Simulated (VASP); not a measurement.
A run of VASP 6.6.1 is set up as follows.

The input INCAR:

```
SYSTEM = Ga3Sb
PREC     = Accurate       ! precision mode
ENCUT    = 520            ! plane-wave cutoff, eV
EDIFF    = 1E-6           ! SCF threshold, eV
ISMEAR   = 0              ! smearing method
SIGMA    = 0.15           ! smearing width, eV
LREAL    = .False.        ! projectors in reciprocal space
LASPH    = .True.         ! aspherical terms in the spheres
NELM     = 100            ! most SCF steps
ALGO     = Fast           ! electronic algorithm
ISIF     = 2              ! what is computed and relaxed
LWAVE    = .False.        ! write WAVECAR
LCHARG   = .False.        ! write CHGCAR
GGA      = PS             ! functional
NBANDS   = 30             ! bands
```

File KPOINTS:

```
Automatic mesh
0
Gamma
  16 16 16
  0 0 0
```

Contents of POSCAR:

```
Ga3Sb
1.0
   -2.1293141235      2.1293141235      4.5452891320
    2.1293141235     -2.1293141235      4.5452891320
    2.1293141235      2.1293141235     -4.5452891320
Ga Sb
3 1
Direct
    0.7500000000      0.2500000000      0.5000000000
    0.2500000000      0.7500000000      0.5000000000
    0.5000000000      0.5000000000      0.0000000000
    0.0000000000      0.0000000000      0.0000000000
```

Potentials or basis: VASP PAW PBE potentials, release 64 (Ga_d, Sb).

Run with:

```console
$ cat potpaw_PBE.64/Ga_d/POTCAR potpaw_PBE.64/Sb/POTCAR > POTCAR
$ mpirun -np 1 vasp_std > vasp.out
```

(1) Predict the band gap on the k mesh.

(2) Estimate the pressure.

Answers

(1) zero (band 22 reaches 8.95 eV, above the bottom of band 23 at 3.99 eV).

(2) 0.2 GPa.

Caveat: the PAW data sets were made with another functional, which shifts forces and pressure a little; spin-orbit coupling is left out, which moves the levels of the heavy elements.
